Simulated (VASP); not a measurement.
Set up this calculation in VASP 6.6.1, as the native input.

- Task: single point
- Functional: PBE
- Potentials or basis: VASP PAW PBE potentials, release 64 (Cd, Hg, Te)
- Cutoff: 520 eV
- k mesh: 4 × 4 × 2
- Occupations: gaussian, width 0.1 eV
- Spin: no spin polarisation
- Dipole correction: no
- Further INCAR settings: ALGO = Normal; EDIFF = 1e-06; NBANDS = 46

The structure of Cd3HgTe4 lies in POSCAR:

```
Cd3HgTe4
1.0
    4.7034502264      0.0000000000      0.0000000000
    0.0000000000      4.7034502264      0.0000000000
    0.0000000000      0.0000000000     13.1432327938
Cd Hg Te
3 1 4
Direct
    0.0000000000      0.0000000000      0.7505293567
    0.5000000000      0.5000000000      0.0000000000
    0.0000000000      0.0000000000      0.2494706433
    0.5000000000      0.5000000000      0.5000000000
    0.5000000000      0.0000000000      0.8752971295
    0.0000000000      0.5000000000      0.1247028705
    0.5000000000      0.0000000000      0.3737961539
    0.0000000000      0.5000000000      0.6262038461
```

The input as run:

INCAR

```
SYSTEM = Cd3HgTe4
ALGO     = Normal         ! electronic algorithm
EDIFF    = 1E-6           ! SCF threshold, eV
ENCUT    = 520            ! plane-wave cutoff, eV
GGA      = PE             ! functional
ISIF     = 2              ! what is computed and relaxed
ISMEAR   = 0              ! smearing method
LASPH    = .TRUE.         ! aspherical terms in the spheres
LCHARG   = .TRUE.         ! write CHGCAR
LELF     = .TRUE.         ! ELF
LREAL    = .FALSE.        ! projectors in reciprocal space
LVHAR    = .TRUE.       
LWAVE    = .FALSE.        ! write WAVECAR
NBANDS   = 46             ! bands
NELM     = 80             ! most SCF steps
PREC     = Accurate       ! precision mode
SIGMA    = 0.1            ! smearing width, eV
```

KPOINTS

```
k-points
0
G
  4 4 2
  0 0 0
```

Potentials or basis: VASP PAW PBE potentials, release 64 (Cd, Hg, Te).

Launch:

```console
$ cat potpaw_PBE.64/Cd/POTCAR potpaw_PBE.64/Hg/POTCAR potpaw_PBE.64/Te/POTCAR > POTCAR
$ mpirun -np 1 vasp_std > vasp.out
```

It gave:

```yaml
Pressure: 0.2 GPa
Largest_force: 0.004 eV/Å
Band_gap_on_the_k_mesh: 0.16 eV
```

Caveat: spin-orbit coupling is left out, which moves the levels of the heavy elements.

Run time: 96 s on 1 thread of Intel(R) Xeon(R) Platinum 8559C (Emerald Rapids), with other jobs on the host, peak memory 0.43 GiB.
